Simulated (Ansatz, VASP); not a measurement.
CdS in VASP and in Ansatz

```
S Cd
1.0
     8.27508    0.00000    0.00000
    -4.13754    7.16643    0.00000
     0.00000    0.00000   22.22286
S Cd
8 8
Direct
  0.50000 0.00000 0.35999
  0.50000 0.50000 0.35999
  0.00000 0.00000 0.35999
  0.00000 0.50000 0.35999
  0.66153 0.82310 0.52953
  0.67049 0.34732 0.52195
  0.16347 0.82703 0.53182
  0.17648 0.34722 0.52197
  0.16667 0.83333 0.39799
  0.16667 0.33333 0.39799
  0.66667 0.83333 0.39799
  0.66667 0.33333 0.39799
  0.33966 0.68251 0.48764
  0.33056 0.16139 0.50813
  0.84286 0.68261 0.48758
  0.83163 0.16364 0.52693
```

Alike in both runs: task single point; functional PBE; dispersion D3(BJ); k mesh 2 × 2 × 1; occupations gaussian, width 0.05 eV; no spin polarisation.

```csv
,VASP,Ansatz
version,VASP 6.6.1,Ansatz 0.2.0
potentials or method,"VASP PAW PBE potentials, release 64 (S, Cd), cutoff 520 eV","scalar-relativistic, plane waves, PAW"
valence electrons in the cell,144,208
```

Ansatz gave:

| Item | Value |
| --- | --- |
| gap on the k mesh at the Fermi level (eV) | 0.87 |
| least direct gap on the mesh (eV) | 0.87 |
| rms of the force components (eV/Å) | 0.279 |

Problem. Estimate VASP's values.

Solution. gap on the k mesh at the Fermi level (eV): 0.87; least direct gap on the mesh (eV): 0.87; rms of the force components (eV/Å): 0.271.

VASP's potentials hold 144 valence electrons a cell and Ansatz's 208, so a difference there can come from the potentials and not from the codes.

The k mesh is coarse, so the values compare programs but aren't converged.
